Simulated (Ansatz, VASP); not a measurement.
# Two plane-wave programs on SiO2

```xyz
9
Lattice="5.0597 0.0000 0.0000 -2.5298 4.3818 0.0000 0.0000 0.0000 5.5411" Properties=species:S:1:pos:R:3 pbc="T T T"
Si   -1.2649    2.1909    1.8470
Si    1.2649    2.1909    3.6941
Si    2.5298    0.0000    0.0000
O     0.9493    3.4693    4.6176
O     2.5298    2.5568    2.7705
O     3.4792    0.9125    0.9235
O     1.5805    0.9125    4.6176
O     0.0000    1.8250    2.7705
O    -0.9493    3.4693    0.9235
```

Alike in both runs: functional r2SCAN; k mesh 6 × 6 × 4; occupations gaussian, width 0.02 eV; no spin polarisation.

Ansatz relaxed the structure, and its values are those at the end. VASP's run is a single point on that final structure, the one shown.

```csv
,VASP,Ansatz
version,VASP 6.6.1,Ansatz 0.2.0
potentials or method,"VASP PAW PBE potentials, release 64 (Si, O), cutoff 520 eV","scalar-relativistic, plane waves, PAW"
valence electrons in the cell,48,48
```

|  | VASP | Ansatz | Ansatz less VASP |
| --- | --- | --- | --- |
| gap on the k mesh at the Fermi level (eV) | 6.30 | 6.30 | +0.003 |
| least direct gap on the mesh (eV) | 6.49 | 6.49 | 0.000 |
| pressure (GPa) | 0.1 | 0.0 | -0.17 |
| rms of the force components (eV/Å) | 0.006 | 0.001 | -0.0053 |

VASP's potentials were made for PBE, not for r2SCAN.
